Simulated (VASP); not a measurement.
Write the native input for VASP 6.6.1 that does the following.

* Task: single point
* Functional: PBE
* Potentials or basis: VASP PAW PBE potentials, release 64 (Mg, O)
* Cutoff: 520 eV
* k mesh: 12 × 12 × 6
* Occupations: fermi-dirac, width 0.02 eV
* Spin: no spin polarisation
* Dipole correction: no
* Further INCAR settings: ALGO = Normal; EDIFF = 1e-07; NBANDS = 16

The structure of MgO lies in POSCAR:

```
MgO
1.0
    3.2882172536      0.0000000000      0.0000000000
   -1.6441086268      2.8476796748      0.0000000000
    0.0000000000      0.0000000000      5.0343661375
Mg O
2 2
Direct
    0.3333333333      0.6666666667     -0.0098385294
    0.6666666667      0.3333333333      0.4901614706
    0.3333333333      0.6666666667      0.3848385294
    0.6666666667      0.3333333333      0.8848385294
```

One way to write it, as run:

INCAR

```
SYSTEM = MgO
PREC = Accurate
ENCUT = 520
EDIFF = 1E-7
ISMEAR = -1
SIGMA = 0.02
LREAL = .FALSE.
LASPH = .TRUE.
NELM = 80
ALGO = Normal
ISIF = 2
LWAVE = .FALSE.
LCHARG = .FALSE.
GGA = PE
NBANDS = 16
```

KPOINTS

```
Automatic mesh
0
G
  12 12 6
  0 0 0
```

Potentials or basis: VASP PAW PBE potentials, release 64 (Mg, O).

Run with:

```console
$ cat potpaw_PBE.64/Mg/POTCAR potpaw_PBE.64/O/POTCAR > POTCAR
$ mpirun -np 1 vasp_std > vasp.out
```

Results of the run:

```
Pressure               : 3.5 GPa
Largest force          : 0.015 eV/Å
Band gap on the k mesh : 3.54 eV
```

Caveat: the cell stands under pressure.

It took 55 s on 1 thread of Intel Xeon 8259CL (shared host), peak memory 0.19 GiB.
